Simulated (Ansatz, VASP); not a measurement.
# One calculation of MgO, two programs

```
Mg O
1.0
     0.00000    2.07404    2.07404
     2.07404    0.00000    2.07404
     2.07404    2.07404    0.00000
Mg O
1 1
Direct
  0.03327 0.03327 0.96673
  0.44946 0.44946 0.55054
```

Change from the starting cell: mode 6 frozen in at -0.215 Å, equal normal strain along x, y and z -0.0250.

Alike in both runs: task single point; functional PBE; k mesh 10 × 10 × 10; occupations gaussian, width 0.05 eV; no spin polarisation.

```csv
,VASP,Ansatz
version,VASP 6.6.1,Ansatz 0.2.0
potentials or method,"VASP PAW PBE potentials, release 64 (Mg, O), cutoff 600 eV","scalar-relativistic, plane waves, PAW"
valence electrons in the cell,8,16
```

```csv
,VASP,Ansatz,Ansatz less VASP
gap on the k mesh at the Fermi level (eV),5.14,5.16,+0.012
least direct gap on the mesh (eV),5.14,5.16,+0.012
pressure (GPa),28.9,29.4,+0.51
"traceless stress, the component that is largest in VASP (GPa)",40.78,39.73,-1.048
rms of the force components (eV/Å),2.623,2.562,-0.0616
```

Atom by atom the forces differ by 0.062 eV/Å (rms over components). Both programs put the cell under a high pressure, so it lies far from rest at this level. The functional is the same, so the differences come from potentials, cutoffs and numerics. VASP's potentials hold 8 valence electrons a cell and Ansatz's 16, so a difference there can come from the potentials and not from the codes.
